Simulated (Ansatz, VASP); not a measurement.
InP: VASP beside Ansatz

Contents of INCAR:

```
PREC     = Accurate       # precision mode
ENCUT    = 500            # plane-wave cutoff, eV
EDIFF    = 1E-6           # SCF threshold, eV
ISMEAR   = 0              # smearing method
SIGMA    = 0.017          # smearing width, eV
LREAL    = F              # projectors in reciprocal space
LASPH    = T              # aspherical terms in the spheres
NELM     = 120            # most SCF steps
ALGO     = Normal         # electronic algorithm
ISIF     = 2              # what is computed and relaxed
LWAVE    = F              # write WAVECAR
LCHARG   = F              # write CHGCAR
GGA      = PE             # functional
NBANDS   = 16             # bands
GGA_COMPAT= F
```

KPOINTS

```
Automatic mesh
0
Gamma
  8 8 8
```

File POSCAR:

```
InP
1.0
    0.0000000000      2.7688340000      2.7688340000
    2.7688340000      0.0000000000      2.7688340000
    2.7688340000      2.7688340000      0.0000000000
In P
1 1
Direct
    0.0000000000      0.0000000000      0.0000000000
    0.5000000000      0.5000000000      0.5000000000
```

The input input.yaml:

```yaml
crystal:
  lattice:
    - [0.0, 2.768834, 2.768834]
    - [2.768834, 0.0, 2.768834]
    - [2.768834, 2.768834, 0.0]
  atoms:
    - { symbol: In, position: [0.0, 0.0, 0.0] }
    - { symbol: P, position: [0.5, 0.5, 0.5] }
hamiltonian:
  xc: pbe
  pseudopotentials: { kind: paw }
kpoints:
  mp_grid: { grid: [8, 8, 8] }
scf:
  occupations: { method: gaussian, width: 0.017 }
output:
  forces: true
  stress: true
  eigenvalues: true
```

Alike in both runs: task single point; functional PBE; k mesh 8 × 8 × 8; occupations gaussian, width 0.017 eV; no spin polarisation.

|  | VASP | Ansatz |
| --- | --- | --- |
| version | VASP 6.6.1 | Ansatz 0.2.0 |
| potentials or method | VASP PAW PBE potentials, release 64 (In_d, P) | Ansatz PAW |
| plane-wave cutoff (eV) | 500 | 420 |
| valence electrons in the cell | 18 | 18 |

```csv
,VASP,Ansatz,Ansatz less VASP
gap on the k mesh at the Fermi level (eV),none,none,-
pressure (GPa),-0.1,-0.1,+0.04
```

A gap of «none» marks a metal or a gap that the smearing closes. With one functional, cell and mesh, what is left measures potentials, basis and numerics.
